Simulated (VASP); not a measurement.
The system is MgS.

```
Mg S
1.0
     0.00000    2.83088    2.83088
     2.83088    0.00000    2.83088
     2.83088    2.83088    0.00000
Mg S
1 1
Cartesian
  0.0000 0.0000 0.0000
  1.4154 1.4154 1.4154
```

Base run:

```yaml
Program: VASP 6.6.1
Functional: PBE
Potentials_or_basis: VASP PAW PBE potentials, release 64 (Mg, S)
Cutoff: 600 eV
k_mesh: 6 × 6 × 6
Occupations: gaussian, width 0.01 eV
Spin: no spin polarisation
```

Its results: band gap on the k mesh 3.46 eV, direct; pressure 1.0 GPa.

**Question.** The run is repeated on the same cell with these changes: functional from PBE to r2SCAN; cutoff from 600 eV to 660 eV. What comes out?

**Answer.** Band gap on the k mesh 4.13 eV, direct; pressure -0.2 GPa.

r2SCAN gives the wider gap, since meta-GGAs in the generalised Kohn-Sham scheme recover part of the derivative discontinuity.

Caveats: the PAW data sets were made with another functional, which shifts forces and pressure a little (some runs).

A k mesh can miss the band edges.
